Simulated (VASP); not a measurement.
A run of VASP 6.6.1:

Contents of INCAR:

```
SYSTEM = Cr
  PREC = Accurate
  ENCUT = 520
  EDIFF = 1E-6
  ISMEAR = -1
  SIGMA = 0.05
  LREAL = .FALSE.
  LASPH = .TRUE.
  NELM = 150
  ALGO = Normal
  ISIF = 2
  LWAVE = .FALSE.
  LCHARG = .FALSE.
  ISPIN = 2
  MAGMOM = 3 3
  LORBIT = 11
  LMAXMIX = 4
  GGA = PS
  NBANDS = 23
```

The input KPOINTS:

```
regular mesh
0
G
  9 9 5
  0 0 0
```

Contents of POSCAR:

```
Cr
1.0
    2.7140000000     -0.0271400000      0.0000000000
   -1.3805039295      2.3639629459      0.0000000000
    0.0000000000      0.0000000000      4.4100000000
Cr
2
Direct
    0.6666666667      0.3333333333      0.7500000000
    0.3333333333      0.6666666667      0.2500000000
```

Potentials or basis: VASP PAW PBE potentials, release 64 (Cr_pv).

The run is started by

```bash
$ cat potpaw_PBE.64/Cr_pv/POTCAR > POTCAR
$ mpirun -np 1 vasp_std > vasp.out
```

Hardware: 1 thread of Intel(R) Xeon(R) Platinum 8559C (Emerald Rapids), on a shared host.

Task: How long does it take, and how much memory?

Result: Run time: 77 s on 1 thread of Intel(R) Xeon(R) Platinum 8559C (Emerald Rapids) (shared host), peak memory 0.22 GiB. Counts: scf iterations 17, k points 123.
